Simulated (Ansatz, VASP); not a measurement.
## Two plane-wave programs on Si

```
Si
1.0
     0.00000    5.43000    5.43000
     5.43000    0.00000    5.43000
     5.43000    5.43000    0.00000
Si
17
Direct
  0.00054 0.00046 0.00030
  0.12491 0.12498 0.12512
  0.00040 0.00036 0.49888
  0.12211 0.12189 0.62801
  0.00056 0.49868 0.00031
  0.12230 0.62805 0.12158
  0.99432 0.50194 0.50181
  0.12214 0.62798 0.62801
  0.49858 0.00055 0.00034
  0.62810 0.12213 0.12163
  0.50216 0.99381 0.50193
  0.62797 0.12203 0.62803
  0.50252 0.50241 0.99269
  0.62812 0.62815 0.12164
  0.50221 0.50216 0.50196
  0.62567 0.62518 0.62410
  0.37564 0.37519 0.37410
```

Alike in both runs: functional PBEsol; k mesh 2 × 2 × 2; occupations fermi-dirac, width 0.02 eV; no spin polarisation.

Ansatz relaxed the structure, and its values are those at the end. VASP's run is a single point on that final structure, the one shown.

```csv
,VASP,Ansatz
version,VASP 6.6.1,Ansatz 0.2.0
potentials or method,"VASP PAW PBE potentials, release 64 (Si), cutoff 520 eV","scalar-relativistic, plane waves, PAW"
valence electrons in the cell,68,68
```

|  | VASP | Ansatz | Ansatz less VASP |
| --- | --- | --- | --- |
| rms of the force components (eV/Å) | 0.010 | 0.009 | -0.0010 |

VASP's potentials were made for PBE, not for PBEsol, and Ansatz warns of the same on its side. With one functional, cell and mesh, what is left measures potentials, basis and numerics.

The k mesh is coarse, so the values compare programs but aren't converged.
